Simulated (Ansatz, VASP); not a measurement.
Two plane-wave programs on Cd

INCAR

```
SYSTEM = Cd
  PREC = Accurate
  ENCUT = 520
  EDIFF = 1E-6
  ISMEAR = -1
  SIGMA = 0.1
  LREAL = .False.
  LASPH = .True.
  NELM = 80
  ALGO = Normal
  ISIF = 2
  LWAVE = .False.
  LCHARG = .False.
  NBANDS = 19
```

KPOINTS

```
Automatic mesh
0
Gamma
  8 8 4
  0 0 0
```

Contents of POSCAR:

```
Cd
1.0
    2.8818641727      0.0000000000      0.0000000000
   -1.4409320863      2.4957675838      0.0000000000
    0.0000000000      0.0000000000      5.6383707528
Cd
2
Direct
    0.3333333333      0.6666666667      0.2500000000
    0.6666666667      0.3333333333      0.7500000000
```

Input for Ansatz:

```yaml
crystal:
  lattice:
    - [2.8818641727, 0.0, 0.0]
    - [-1.4409320863, 2.4957675838, 0.0]
    - [0.0, 0.0, 5.6383707528]
  atoms:
    - { symbol: Cd, position: [0.3333333333, 0.6666666667, 0.25] }
    - { symbol: Cd, position: [0.6666666667, 0.3333333333, 0.75] }
hamiltonian:
  xc: lda
  pseudopotentials:
    kind: paw
    azcp:
      Cd: "pseudopotentials/Cd.paw.azcp"
basis:
  ecutwfc: 420
  fft_grid_basis: typed
kpoints:
  mp_grid: { grid: [8, 8, 4], shift: [0, 0, 0] }
magnetization:
  spin_polarized: false
scf:
  occupations: { method: fermi_dirac, width: 0.1 }
  lower_state_search: "off"
output:
  stress: true
```

Alike in both runs: task single point; functional LDA; k mesh 8 × 8 × 4; occupations fermi-dirac, width 0.1 eV; no spin polarisation.

|  | VASP | Ansatz |
| --- | --- | --- |
| version | VASP 6.6.1 | Ansatz 0.2.0 |
| potentials or method | VASP PAW LDA potentials, release 64 (Cd), cutoff 520 eV | plane waves (420 eV) with PAW, scalar-relativistic |
| valence electrons in the cell | 24 | 40 |

Ansatz gave:

```
pressure (GPa)                                                : 0.5
traceless stress, the component that is largest in VASP (GPa) : -3.02
```

Q: What did VASP give for the same quantities?

A: Pressure (GPa): 1.2; traceless stress, the component that is largest in VASP (GPa): -3.42.

Ansatz warns that its potentials were made for another functional, while VASP's fit it. LDA's correlation is that of Perdew and Zunger in VASP and of Perdew and Wang (1992) in Ansatz. VASP's potentials hold 24 valence electrons a cell and Ansatz's 40, so a difference there can come from the potentials and not from the codes.
